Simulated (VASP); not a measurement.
A run of VASP 6.6.1 is set up as follows.

Contents of INCAR:

```
ALGO = Normal ; EDIFF = 1E-6
ENCUT = 520 ; GGA = PE
ISIF = 2 ; ISMEAR = 0
LASPH = True ; LCHARG = False
LREAL = False ; LWAVE = False
NBANDS = 16 ; NELM = 60
PREC = Accurate ; SIGMA = 0.01
```

Contents of KPOINTS:

```
k-points
0
Gamma
  10 10 10
```

POSCAR

```
CdTe
1.0
    0.0000000000      3.1726638577      3.1726638577
    3.1726638577      0.0000000000      3.1726638577
    3.1726638577      3.1726638577      0.0000000000
Cd Te
1 1
Direct
    0.0000000000      0.0000000000      0.0000000000
    0.7500000000      0.7500000000      0.7500000000
```

Potentials or basis: VASP PAW PBE potentials, release 64 (Cd, Te).

The run is started by

```sh
$ cat potpaw_PBE.64/Cd/POTCAR potpaw_PBE.64/Te/POTCAR > POTCAR
$ mpirun -np 1 vasp_std > vasp.out
```

Question: What does it give for the band gap on the k mesh?

Answer: 0.97 eV, direct.

Question: Estimate the pressure.

Answer: 6.2 GPa.

Caveat: spin-orbit coupling is left out, which moves the levels of the heavy elements.
